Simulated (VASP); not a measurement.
# Hf (Fm-3m) in VASP: a series of runs

The runs below take Hf through electric field gradients, with LDA.

Everything below comes from runs of VASP 6.6.1. Logs are shortened: lines on timing, memory, paths and dates and some standing lists are left out, and cuts for length are marked.

**1. The cell of the first run**

Symmetry: Fm-3m, No. 225, cubic system. The conventional cell has a = 4.380 Å, b = 4.380 Å, c = 4.380 Å, α = 90.00°, β = 90.00°, γ = 90.00°. Within 4.1 Å of Hf (site symmetry m-3m) lie 12 Hf at 3.10 Å.

**2. Electric field gradients, LDA (volume scaled by 0.96)**

Contents of INCAR:

```
SYSTEM = Hf
ALGO = Normal
EDIFF = 1E-8
ENCUT = 520
ISIF = 2
ISMEAR = -1
LASPH = .TRUE.
LCHARG = .FALSE.
LEFG = .TRUE.
LREAL = .FALSE.
LWAVE = .FALSE.
NBANDS = 11
NELM = 80
PREC = Accurate
SIGMA = 0.03
```

Contents of KPOINTS:

```
k-points
0
G
  13 13 13
  0 0 0
```

Contents of POSCAR:

```
Hf
1.0
    0.0000000000      2.1899963220      2.1899963220
    2.1899963220      0.0000000000      2.1899963220
    2.1899963220      2.1899963220      0.0000000000
Hf
1
Direct
    0.0000000000      0.0000000000      0.0000000000
```

Potentials or basis: VASP PAW LDA potentials, release 64 (Hf_pv).

Started as:

```bash
$ cat potpaw_LDA.64/Hf_pv/POTCAR > POTCAR
$ mpirun -np 1 vasp_std > vasp.out
```

OUTCAR:

```text
SYSTEM = Hf
   EDIFF = 1E-8
   ENCUT = 520
   ISIF = 2
   ISMEAR = -1
   LASPH = .TRUE.
   LREAL = .FALSE.
   NELM = 80
   PREC = Accurate

 ion  position               nearest neighbor table
   1  0.000  0.000  0.000-

  LATTYP: Found a face centered cubic cell.
 ALAT       =     4.3799926440

  Lattice vectors:

 A1 = (   0.0000000000,   2.1899963220,   2.1899963220)
 A2 = (   2.1899963220,   0.0000000000,   2.1899963220)
 A3 = (   2.1899963220,   2.1899963220,   0.0000000000)

Analysis of symmetry for initial positions (statically):
=====================================================================
 Subroutine PRICEL returns:
 Original cell was already a primitive cell.

 Routine SETGRP: Setting up the symmetry group for a
 face centered cubic supercell.

 Subroutine GETGRP returns: Found 48 space group operations
 (whereof 48 operations were pure point group operations)
 out of a pool of 48 trial point group operations.

The static configuration has the point symmetry O_h .

Analysis of symmetry for dynamics (positions and initial velocities):
=====================================================================
 Subroutine PRICEL returns:
 Original cell was already a primitive cell.

 Routine SETGRP: Setting up the symmetry group for a
 face centered cubic supercell.

 Subroutine GETGRP returns: Found 48 space group operations
 (whereof 48 operations were pure point group operations)
 out of a pool of 48 trial point group operations.

The dynamic configuration has the point symmetry O_h .

 Subroutine INISYM returns: Found 48 space group operations
 (whereof 48 operations are pure point group operations),
 and found     1 'primitive' translations

----------------------------------------------------------------------------------------

                                     Primitive cell

  volume of cell :      21.0068

  direct lattice vectors                    reciprocal lattice vectors
     0.000000000  2.189996322  2.189996322    -0.228310886  0.228310886  0.228310886
     2.189996322  0.000000000  2.189996322     0.228310886 -0.228310886  0.228310886
     2.189996322  2.189996322  0.000000000     0.228310886  0.228310886 -0.228310886

  length of vectors
     3.097122500  3.097122500  3.097122500     0.395446054  0.395446054  0.395446054

  position of ions in fractional coordinates (direct lattice)
     0.000000000  0.000000000  0.000000000

  ion indices of the primitive-cell ions
   primitive index   ion index
                 1           1

----------------------------------------------------------------------------------------

 KPOINTS: k-points

Automatic generation of k-mesh.
 Grid dimensions read from file:
 generate k-points for:   13   13   13

 Generating k-lattice:

  Cartesian coordinates                     Fractional coordinates (reciprocal lattice)
    -0.017562376  0.017562376  0.017562376     0.076923077  0.000000000  0.000000000
     0.017562376 -0.017562376  0.017562376     0.000000000  0.076923077  0.000000000
     0.017562376  0.017562376 -0.017562376     0.000000000  0.000000000  0.076923077

  Length of vectors
     0.030418927  0.030418927  0.030418927

  Shift w.r.t. Gamma in fractional coordinates (k-lattice)
     0.000000000  0.000000000  0.000000000

 Subroutine IBZKPT returns following result:
 ===========================================

 Found     84 irreducible k-points:

 Following reciprocal coordinates:
            Coordinates               Weight
  0.000000  0.000000  0.000000      1.000000
  0.076923  0.000000  0.000000      8.000000
  0.153846  0.000000  0.000000      8.000000
  0.230769  0.000000  0.000000      8.000000
  0.307692  0.000000  0.000000      8.000000
  0.384615  0.000000  0.000000      8.000000
[... 16 lines left out ...]
  0.384615  0.153846  0.000000     24.000000
  0.461538  0.153846  0.000000     24.000000
 [... further k-points ...]
   k-points           NKPTS =     84   k-points in BZ     NKDIM =     84   number of bands    NBANDS=     11
   number of dos      NEDOS =    301   number of ions     NIONS =      1
   total plane-waves  NPLWV =  13824
   dimension x,y,z NGX =    24 NGY =   24 NGZ =   24
   dimension x,y,z NGXF=    48 NGYF=   48 NGZF=   48
   ions per type =               1
   NGX,Y,Z   is equivalent  to a cutoff of  12.88, 12.88, 12.88 a.u.
   NGXF,Y,Z  is equivalent  to a cutoff of  25.77, 25.77, 25.77 a.u.
 SYSTEM =  Hf
   PREC   = accura    normal or accurate (medium, high low for compatibility)
   ISTART =      0    job   : 0-new  1-cont  2-samecut
   ICHARG =      2    charge: 1-file 2-atom 10-const
   ISPIN  =      1    spin polarized calculation?
   LNONCOLLINEAR =      F non collinear calculations
   LSORBIT =      F    spin-orbit coupling
   LASPH  =      T    aspherical Exc in radial PAW
   ENCUT  =  520.0 eV  38.22 Ry    6.18 a.u.   5.76  5.76  5.76*2*pi/ulx,y,z
   NELM   =     80;   NELMIN=  2; NELMDL= -5     # of ELM steps
   EDIFF  = 0.1E-07   stopping-criterion for ELM
   LREAL  =      F    real-space projection
   EDIFFG = 0.1E-06   stopping-criterion for IOM
   NSW    =      0    number of steps for IOM
   IBRION =     -1    ionic relax: 0-MD 1-quasi-New 2-CG
   NFREE  =      0    steps in history (QN), initial steepest desc. (CG)
   ISIF   =      2    stress and relaxation
   ISYM   =      2    0-nonsym 1-usesym 2-fastsym
   POTIM  = 0.5000    time-step for ionic-motion
   TEBEG  =    0.0;   TEEND  =   0.0 temperature during run
   PSTRESS=    0.0 pullay stress
   NELECT =      10.0000    total number of electrons
   NUPDOWN=      -1.0000    fix difference up-down
   EMIN   =  10.00;   EMAX   =-10.00  energy-range for DOS
   EFERMI =   0.00;   METHOD = LEGACY
   ISMEAR =    -1;   SIGMA  =   0.03  broadening in eV -4-tet -1-fermi 0-gaus
   EFERMI_NEDOS =   21; number of points for ismear=-14 and -15
   IALGO  =     38    algorithm
   IMIX   =      4    mixing-type and parameters
     AMIX     =   0.40;   BMIX     =  1.00
     AMIX_MAG =   1.60;   BMIX_MAG =  1.00
  volume/ion in A,a.u.               =      21.01       141.76
  Fermi-wavevector in a.u.,A,eV,Ry     =   1.278267  2.415574 22.231451  1.633966
  Thomas-Fermi vector in A             =   2.410819
   LORBIT       =      0    0 simple, 1 ext, 2 COOP (PROOUT), +10 PAW based schemes
   GGA     = CA    functional components
   LHFCALC =     F    Hartree Fock is set to
   AEXX    =    0.0000 exact exchange contribution
   IVDW    =     0    specifies the selected vdW correction
   LEPSILON=     F    determine dielectric tensor
   LRPA    =     F    only Hartree local field effects (RPA)
 non-spin polarized calculation
  energy-cutoff  :      520.00
  volume of cell :       21.01
 maximum number of plane-waves:       578
   NGX = 11   NGY = 11   NGZ = 11

 number of electron      10.0000001 magnetization

 Free energy of the ion-electron system (eV)
  ---------------------------------------------------
  ext. energy  EPLUGINS =         0.00000000
  ---------------------------------------------------
  free energy    TOTEN  =       -10.63041077 eV

  energy without entropy =      -10.62559503  energy(sigma->0) =      -10.62800290

 E-fermi :   5.0713     XC(G=0): -11.7620

 val. band max:        5.0635496773   @ k =   0.3846   0.0769   0.0000
 cond. band min:       5.0819418532   @ k =   0.3077   0.0000   0.0000
 fundamental gap:      0.0183921758
 Fermi energy:         5.0712532181

 k-point     1 :       0.0000    0.0000    0.0000
  band No.  band energies     occupation
      1     -24.5708      2.00000
      2     -24.5708      2.00000
      3     -24.5708      2.00000
      4      -2.2864      2.00000
      5       6.4161      0.00000
      6       6.4161      0.00000
      7       6.4161      0.00000
      8       9.3990      0.00000
      9       9.3990      0.00000
     10      16.6978      0.00000
     11      17.3879      0.00000

 k-point     2 :       0.0769    0.0000    0.0000
  band No.  band energies     occupation
      1     -24.6341      2.00000
      2     -24.5787      2.00000
      3     -24.5787      2.00000
      4      -2.0624      2.00000
      5       6.1978      0.00000
      6       6.5222      0.00000
      7       6.5222      0.00000
      8       9.2819      0.00000
      9       9.2819      0.00000
     10      17.1873      0.00000
     11      17.3876      0.00000
[... 295 lines left out ...]
 k-point    24 :       0.4615    0.1538    0.0000
  band No.  band energies     occupation
      1     -25.4667      2.00000
      2     -24.8208      2.00000
      3     -24.7591      2.00000
      4       1.8248      2.00000
      5       4.6478      2.00000
      6       5.7029      0.00000
      7       7.0339      0.00000
      8      11.4268      0.00000
      9      11.8218      0.00000
     10      15.2970      0.00000
     11      17.3982      0.00000

 [... further k-points ...]
[... 5 lines left out ...]
  --------------------------------------------------------------------------------------
  -------------------------------------------------------------------------------------
  Total       -0.1510217     -0.1510217     -0.1510217     -0.0000000     -0.0000000      0.0000000
  in kB      -11.5183406    -11.5183406    -11.5183406     -0.0000000     -0.0000000      0.0000000
  external PRESSURE =     -11.5183406 kB  Pullay stress =       0.0000000 kB

 VOLUME and BASIS-vectors are now :
 -----------------------------------------------------------------------------
  energy-cutoff  :      520.00
  volume of cell :       21.01
      direct lattice vectors                 reciprocal lattice vectors
     0.000000000  2.189996322  2.189996322    -0.228310886  0.228310886  0.228310886
     2.189996322  0.000000000  2.189996322     0.228310886 -0.228310886  0.228310886
     2.189996322  2.189996322  0.000000000     0.228310886  0.228310886 -0.228310886

 POSITION                                       TOTAL-FORCE (eV/Angst)
 -----------------------------------------------------------------------------------
      0.00000      0.00000      0.00000         0.000000      0.000000      0.000000
 -----------------------------------------------------------------------------------
    total drift:                               -0.000000      0.000000     -0.000000

  FREE ENERGIE OF THE ION-ELECTRON SYSTEM (eV)
  ---------------------------------------------------
  free  energy   TOTEN  =       -10.6304107697 eV

  energy  without entropy=      -10.6255950287  energy(sigma->0) =      -10.62800290

 Electric field gradients (V/A^2)
---------------------------------------------------------------------
 ion       V_xx      V_yy      V_zz      V_xy      V_xz      V_yz
---------------------------------------------------------------------
   1       0.000     0.000    -0.000    -0.000    -0.000    -0.000
---------------------------------------------------------------------

 Electric field gradients after diagonalization (V/A^2)
 (convention: |V_zz| > |V_xx| > |V_yy|)
----------------------------------------------------------------------
 ion       V_xx      V_yy      V_zz     asymmetry (V_yy - V_xx)/ V_zz
----------------------------------------------------------------------
   1       0.000     0.000    -0.000       0.000
----------------------------------------------------------------------

           NMR quadrupolar parameters

 Cq : quadrupolar parameter    Cq=e*Q*V_zz/h
 eta: asymmetry parameters     (V_yy - V_xx)/ V_zz
 Q  : nuclear electric quadrupole moment in mb (millibarn)
----------------------------------------------------------------------
 ion       Cq(MHz)       eta       Q (mb)
----------------------------------------------------------------------
   1      -0.000       0.000       1.000
----------------------------------------------------------------------
```

It took 6.3 s on 1 thread of Intel Xeon 6975P-C, shared host; peak memory 0.14 GiB.

Results:

```yaml
Free_energy: -10.6304 eV
Pressure: -1.2 GPa
Band_gap_on_the_k_mesh: zero (band 5 reaches 6.42 eV, above the bottom of band 6 at 4.49 eV)
```

Caveat: without QUAD_EFG the Cq values of the log hold for a quadrupole moment of 1 mb, not for the nuclei; spin-orbit coupling is left out, which moves the levels of the heavy elements.

**3. Electric field gradients, LDA (volume scaled by 0.98)**

Contents of INCAR:

```
PREC = Accurate
ENCUT = 520
EDIFF = 1E-8
ISMEAR = -1
SIGMA = 0.03
LREAL = F
LASPH = T
NELM = 60
ALGO = Normal
ISIF = 2
LWAVE = F
LCHARG = F
LEFG = T
NBANDS = 11
```

Contents of KPOINTS:

```
Automatic mesh
0
Gamma
  13 13 13
```

Contents of POSCAR:

```
Hf
1.0
    0.0000000000      2.2051002222      2.2051002222
    2.2051002222      0.0000000000      2.2051002222
    2.2051002222      2.2051002222      0.0000000000
Hf
1
Direct
    0.0000000000      0.0000000000      0.0000000000
```

Potentials or basis: VASP PAW LDA potentials, release 64 (Hf_pv).

Started as:

```bash
$ cat potpaw_LDA.64/Hf_pv/POTCAR > POTCAR
$ mpirun -np 1 vasp_std > vasp.out
```

OUTCAR:

```text
PREC = Accurate
   ENCUT = 520
   EDIFF = 1E-8
   ISMEAR = -1
   LREAL = F
   LASPH = T
   NELM = 60
   ISIF = 2

 ion  position               nearest neighbor table
   1  0.000  0.000  0.000-

  LATTYP: Found a face centered cubic cell.
 ALAT       =     4.4102004444

  Lattice vectors:

 A1 = (   0.0000000000,   2.2051002222,   2.2051002222)
 A2 = (   2.2051002222,   0.0000000000,   2.2051002222)
 A3 = (   2.2051002222,   2.2051002222,   0.0000000000)

Analysis of symmetry for initial positions (statically):
=====================================================================
 Subroutine PRICEL returns:
 Original cell was already a primitive cell.

 Routine SETGRP: Setting up the symmetry group for a
 face centered cubic supercell.

 Subroutine GETGRP returns: Found 48 space group operations
 (whereof 48 operations were pure point group operations)
 out of a pool of 48 trial point group operations.

[... 514 lines left out ...]
 VOLUME and BASIS-vectors are now :
 -----------------------------------------------------------------------------
  energy-cutoff  :      520.00
  volume of cell :       21.44
      direct lattice vectors                 reciprocal lattice vectors
     0.000000000  2.205100222  2.205100222    -0.226747063  0.226747063  0.226747063
     2.205100222  0.000000000  2.205100222     0.226747063 -0.226747063  0.226747063
     2.205100222  2.205100222  0.000000000     0.226747063  0.226747063 -0.226747063

 POSITION                                       TOTAL-FORCE (eV/Angst)
 -----------------------------------------------------------------------------------
      0.00000      0.00000      0.00000         0.000000      0.000000      0.000000
 -----------------------------------------------------------------------------------
    total drift:                               -0.000000      0.000000      0.000000

  FREE ENERGIE OF THE ION-ELECTRON SYSTEM (eV)
  ---------------------------------------------------
  free  energy   TOTEN  =       -10.6241798150 eV

  energy  without entropy=      -10.6193294383  energy(sigma->0) =      -10.62175463

 Electric field gradients (V/A^2)
---------------------------------------------------------------------
 ion       V_xx      V_yy      V_zz      V_xy      V_xz      V_yz
---------------------------------------------------------------------
   1      -0.000     0.000    -0.000    -0.000    -0.000    -0.000
---------------------------------------------------------------------

 Electric field gradients after diagonalization (V/A^2)
 (convention: |V_zz| > |V_xx| > |V_yy|)
----------------------------------------------------------------------
 ion       V_xx      V_yy      V_zz     asymmetry (V_yy - V_xx)/ V_zz
----------------------------------------------------------------------
   1       0.000     0.000    -0.000       0.000
----------------------------------------------------------------------

           NMR quadrupolar parameters

 Cq : quadrupolar parameter    Cq=e*Q*V_zz/h
 eta: asymmetry parameters     (V_yy - V_xx)/ V_zz
 Q  : nuclear electric quadrupole moment in mb (millibarn)
----------------------------------------------------------------------
 ion       Cq(MHz)       eta       Q (mb)
----------------------------------------------------------------------
   1      -0.000       0.000       1.000
----------------------------------------------------------------------
```

OSZICAR:

```text
N       E                     dE             d eps       ncg     rms          rms(c)
DAV:   1     0.119719944907E+02    0.11972E+02   -0.56396E+03  1856   0.840E+02
DAV:   2    -0.104981210633E+02   -0.22470E+02   -0.21601E+02  2369   0.152E+02
DAV:   3    -0.109683215366E+02   -0.47020E+00   -0.46577E+00  2338   0.147E+01
DAV:   4    -0.109699839824E+02   -0.16624E-02   -0.16604E-02  2161   0.987E-01
DAV:   5    -0.109699908776E+02   -0.68952E-05   -0.68950E-05  2274   0.599E-02    0.466E+01
DAV:   6    -0.107164025446E+02    0.25359E+00   -0.20817E-01  2124   0.323E+00    0.278E+01
DAV:   7    -0.106287522789E+02    0.87650E-01   -0.32450E-01  2088   0.385E+00    0.136E+00
DAV:   8    -0.106241658949E+02    0.45864E-02   -0.22146E-02  2067   0.106E+00    0.193E-01
DAV:   9    -0.106241808293E+02   -0.14934E-04   -0.26717E-04  2192   0.142E-01    0.463E-02
DAV:  10    -0.106241803641E+02    0.46518E-06   -0.16859E-05  2107   0.297E-02    0.505E-02
DAV:  11    -0.106241798128E+02    0.55135E-06   -0.13149E-06  2147   0.887E-03    0.262E-03
DAV:  12    -0.106241798150E+02   -0.22208E-08   -0.22137E-08  2093   0.133E-03
   1 F= -.10624180E+02 E0= -.10621755E+02  d E =-.485038E-02
```

It took 6.3 s on 1 thread of Intel Xeon 6975P-C, shared host; peak memory 0.14 GiB.

What came out:

```yaml
Free_energy: -10.6242 eV
Pressure: -3.4 GPa
Band_gap_on_the_k_mesh: zero (band 5 reaches 6.26 eV, above the bottom of band 6 at 4.35 eV)
```

Levels at points of the mesh, in eV from the Fermi level:
```csv
k point,band 3,band 4,band 5,band 6,band 7,band 8
"(0.00, 0.00, 0.00)",-29.71,-7.28,1.35,1.35,1.35,4.25
```

Caveat: without QUAD_EFG the Cq values of the log hold for a quadrupole moment of 1 mb, not for the nuclei; spin-orbit coupling is left out, which moves the levels of the heavy elements.

[end of part 1 of 2]
